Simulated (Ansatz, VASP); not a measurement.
# Cu in VASP and in Ansatz

```
Cu
1.0
     0.00000    1.83461    1.75327
     1.83461    0.00000    1.75327
     1.83461    1.83461    0.00000
Cu
1
Direct
  0.00000 0.00000 0.00000
```

Change from the starting cell: strain +0.015 along x and y, -0.030 along z, atoms carried along.

Alike in both runs: task single point; functional PBEsol; k mesh 22 × 22 × 22; occupations gaussian, width 0.15 eV; no spin polarisation.

|  | VASP | Ansatz |
| --- | --- | --- |
| version | VASP 6.6.1 | Ansatz 0.2.0 |
| potentials or method | VASP PAW PBE potentials, release 64 (Cu), cutoff 520 eV | scalar-relativistic, plane waves, PAW |
| valence electrons in the cell | 11 | 19 |

Ansatz gave:

```
gap on the k mesh at the Fermi level (eV)                     : none
pressure (GPa)                                                : -6.3
traceless stress, the component that is largest in VASP (GPa) : 1.50
```

Question: Which values does VASP return?

Answer: gap on the k mesh at the Fermi level (eV): none; pressure (GPa): -5.6; traceless stress, the component that is largest in VASP (GPa): 1.50.

VASP's potentials were made for PBE, not for PBEsol. A gap of «none» marks a metal or a gap that the smearing closes. VASP's potentials hold 11 valence electrons a cell and Ansatz's 19, so a difference there can come from the potentials and not from the codes.
